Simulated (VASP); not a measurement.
Set up this calculation in VASP 6.6.1, as the native input.

```yaml
Task: single point
Functional: PBE
Potentials_or_basis: VASP PAW PBE potentials, release 64 (Sb, In_d)
Cutoff: 520 eV
k_mesh: 6 × 6 × 6
Occupations: fermi-dirac, width 0.05 eV
Spin: no spin polarisation
Dipole_correction: no
Further_INCAR_settings: ALGO = Normal; EDIFF = 1e-06; NBANDS = 22
```

The structure of InSb3 lies in POSCAR:

```
InSb3
1.0
    4.8120126311      0.0000000000      0.0000000000
    0.0000000000      4.8120126311      0.0000000000
    0.0000000000      0.0000000000      4.8120126311
Sb In
3 1
Direct
    0.5000000000      0.5000000000      0.0000000000
    0.0000000000      0.5000000000      0.5000000000
    0.5000000000      0.0000000000      0.5000000000
    0.0000000000      0.0000000000      0.0000000000
```

These files were run (other wordings do the same):

INCAR

```
SYSTEM = InSb3
  PREC = Accurate
  ENCUT = 520
  EDIFF = 1E-6
  ISMEAR = -1
  SIGMA = 0.05
  LREAL = .FALSE.
  LASPH = .TRUE.
  NELM = 80
  ALGO = Normal
  ISIF = 2
  LWAVE = .FALSE.
  LCHARG = .FALSE.
  GGA = PE
  NBANDS = 22
```

KPOINTS

```
Automatic mesh
0
G
  6 6 6
  0 0 0
```

Potentials or basis: VASP PAW PBE potentials, release 64 (Sb, In_d).

Launch:

```sh
$ cat potpaw_PBE.64/Sb/POTCAR potpaw_PBE.64/In_d/POTCAR > POTCAR
$ mpirun -np 1 vasp_std > vasp.out
```

It gave:

```json
{"Pressure": "-0.1 GPa", "Band gap on the k mesh": "zero (bands 14 and 15 overlap by 4.60 eV)"}
```

Caveat: spin-orbit coupling is left out, which moves the levels of the heavy elements.

Run time: 56 s on 1 thread of Intel Xeon 8259CL, with other jobs on the host, peak memory 0.22 GiB.
